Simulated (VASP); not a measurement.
Input of a VASP 6.6.1 run:

File INCAR:

```
SYSTEM = Si
PREC     = Accurate       ! precision mode
ENCUT    = 520            ! plane-wave cutoff, eV
EDIFF    = 1E-6           ! SCF threshold, eV
ISMEAR   = 0              ! smearing method
SIGMA    = 0.15           ! smearing width, eV
LREAL    = .FALSE.        ! projectors in reciprocal space
LASPH    = .TRUE.         ! aspherical terms in the spheres
NELM     = 60             ! most SCF steps
ALGO     = Normal         ! electronic algorithm
ISIF     = 2              ! what is computed and relaxed
LWAVE    = .FALSE.        ! write WAVECAR
LCHARG   = .TRUE.         ! write CHGCAR
GGA      = PE             ! functional
LELF     = .TRUE.         ! ELF
LVHAR    = .TRUE.       
NBANDS   = 8              ! bands
```

The input KPOINTS:

```
regular mesh
0
G
  16 16 14
  0 0 0
```

File POSCAR:

```
Si
1.0
    2.5270000000      0.0126350000      0.0126350000
   -1.2525577700      2.1821285000      0.0046247300
    0.0118650000      0.0118650000      2.3730000000
Si
1
Direct
    0.0000000000      0.0000000000      0.0000000000
```

Potentials or basis: VASP PAW PBE potentials, release 64 (Si).

Command:

```sh
$ cat potpaw_PBE.64/Si/POTCAR > POTCAR
$ mpirun -np 1 vasp_std > vasp.out
```

Problem. Estimate the band gap on the k mesh.

Solution. Zero (bands 2 and 3 overlap by 12.13 eV).

Problem. Estimate the pressure.

Solution. 20.7 GPa.

Stress tensor (GPa, compression positive):
```
20.92 -0.02 -0.96
-0.02 21.00 -0.98
-0.96 -0.98 20.08
```

Caveat: the cell stands under pressure.
